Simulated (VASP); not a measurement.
A run of VASP 6.6.1:

INCAR

```
SYSTEM = Ge2Sb2Te5
ALGO = Normal
EDIFF = 1E-6
ENCUT = 520
GGA = PE
ISIF = 2
ISMEAR = 0
LASPH = .True.
LCHARG = .False.
LREAL = .False.
LWAVE = .False.
NBANDS = 44
NELM = 100
PREC = Accurate
SIGMA = 0.03
```

File KPOINTS:

```
k-points
0
Gamma
  9 9 2
  0 0 0
```

File POSCAR:

```
Ge2Sb2Te5
1.0
    4.2629490295      0.0000000000      0.0000000000
   -2.1314745147      3.6918221546      0.0000000000
    0.0000000000      0.0000000000     18.0976006795
Ge Sb Te
2 2 5
Direct
    0.0000000000      0.0000000000      0.3313200918
    0.0000000000      0.0000000000      0.6686799082
    0.3333333333      0.6666666667      0.1120971408
    0.6666666667      0.3333333333      0.8879028592
    0.0000000000      0.0000000000      0.0000000000
    0.3333333333      0.6666666667      0.7914345914
    0.6666666667      0.3333333333      0.2085654086
    0.3333333333      0.6666666667      0.4096023866
    0.6666666667      0.3333333333      0.5903976134
```

Potentials or basis: VASP PAW PBE potentials, release 64 (Ge_d, Sb, Te).

Run with:

```console
$ cat potpaw_PBE.64/Ge_d/POTCAR potpaw_PBE.64/Sb/POTCAR potpaw_PBE.64/Te/POTCAR > POTCAR
$ mpirun -np 1 vasp_std > vasp.out
```

Hardware: 1 thread of AMD EPYC 7R43 64-Core Processor (Zen 3), on a shared host.

Q: How long does it take, and how much memory?

A: Run time: 9 min on 1 thread of AMD EPYC 7R43 64-Core Processor (Zen 3) (shared host), peak memory 0.49 GiB. Counts: scf iterations 18, k points 24.
